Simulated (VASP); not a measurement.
Set up this calculation in VASP 6.6.1, as the native input.

```yaml
Task: single point
Functional: r2SCAN
Potentials_or_basis: VASP PAW PBE potentials, release 64 (Rh_sv_GW)
Cutoff: 580 eV
k_mesh: 22 × 22 × 22
Occupations: gaussian, width 0.15 eV
Spin: no spin polarisation
Dipole_correction: no
Second_run: valence_matched
Further_INCAR_settings: ALGO = Normal; EDIFF = 1e-06; NBANDS = 14
```

Rh:

```
Rh
1.0
     0.00000    1.85401    1.85401
     1.85401    0.00000    1.85401
     1.85401    1.85401    0.00000
Rh
1
Direct
  0.00000 0.00000 0.00000
```

This cell differs from its parent crystal: strain -0.025 along x and y, -0.025 along z.

One way to write it, as run:

POSCAR

```
Rh
1.0
    0.0000000000      1.8540112500      1.8540112500
    1.8540112500      0.0000000000      1.8540112500
    1.8540112500      1.8540112500      0.0000000000
Rh
1
Direct
    0.0000000000      0.0000000000      0.0000000000
```

INCAR.step1

```
  PREC = Accurate
  ENCUT = 580
  ISMEAR = 0
  SIGMA = 0.15
  LREAL = False
  LASPH = True
  NELM = 120
  NBANDS = 14
  GGA = PE
  ALGO = Normal
  EDIFF = 1E-5
  LWAVE = True
  LCHARG = False
  GGA_COMPAT = False
```

INCAR.step2

```
  PREC = Accurate
  ENCUT = 580
  EDIFF = 1E-6
  ISMEAR = 0
  SIGMA = 0.15
  LREAL = False
  LASPH = True
  NELM = 120
  ALGO = Normal
  ISIF = 2
  LWAVE = False
  LCHARG = False
  METAGGA = R2SCAN
  LMIXTAU = True
  NBANDS = 14
  ISTART = 1
  GGA_COMPAT = False
```

KPOINTS

```
regular mesh
0
Gamma
  22 22 22
```

Potentials or basis: VASP PAW PBE potentials, release 64 (Rh_sv_GW).

Launch:

```sh
$ cat potpaw_PBE.64/Rh_sv_GW/POTCAR > POTCAR
$ cp INCAR.step1 INCAR
$ mpirun -np 1 vasp_std > vasp.out
$ cp INCAR.step2 INCAR
$ mpirun -np 1 vasp_std > vasp.out
```

It gave:

| Quantity | Value |
| --- | --- |
| Pressure | 23.4 GPa |

Caveat: the cell differs from its parent crystal (strain -0.025 along x and y, -0.025 along z); the PAW data sets were made with another functional, which shifts forces and pressure a little.

It took 89 s on 1 thread of Intel(R) Xeon(R) 6975P-C (Granite Rapids), on a shared host, peak memory 0.22 GiB.
